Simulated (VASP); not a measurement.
Input of a VASP 6.6.1 run:

Contents of INCAR:

```
  PREC = Accurate
  ENCUT = 500
  EDIFF = 1E-6
  ISMEAR = 0
  SIGMA = 0.1
  LREAL = False
  LASPH = True
  NELM = 120
  ALGO = Normal
  ISIF = 2
  LWAVE = False
  LCHARG = True
  GGA = PE
  IVDW = 12
  LELF = True
  LVHAR = True
  NBANDS = 18
  GGA_COMPAT = False
```

Contents of KPOINTS:

```
Automatic mesh
0
Gamma
  12 12 8
```

The input POSCAR:

```
Te2Pt
1.0
    3.9525524429      0.0000000000      0.0000000000
   -1.9762762214      3.4230108253      0.0000000000
    0.0000000000      0.0000000000      4.7111232224
Te Pt
2 1
Direct
    0.3333333333      0.6666666667      0.2820594406
    0.6666666667      0.3333333333      0.7179405594
    0.0000000000      0.0000000000      0.0000000000
```

Potentials or basis: VASP PAW PBE potentials, release 64 (Te, Pt).

The run is started by

```console
$ cat potpaw_PBE.64/Te/POTCAR potpaw_PBE.64/Pt/POTCAR > POTCAR
$ mpirun -np 1 vasp_std > vasp.out
```

Task: What does it give for the largest force?

Result: 0.019 eV/Å.

Task: Estimate the pressure.

Result: 13.2 GPa.

Task: Estimate the band gap on the k mesh.

Result: Zero (bands 11 and 12 overlap by 1.04 eV).

Task: What does it give for the dispersion energy per atom?

Result: -0.645 eV.

Forces on the atoms (eV/Å):
```
Te   0.000  0.000 -0.019
Te   0.000  0.000  0.019
Pt   0.000  0.000  0.000
```

Caveat: the cell stands under pressure; spin-orbit coupling is left out, which moves the levels of the heavy elements.
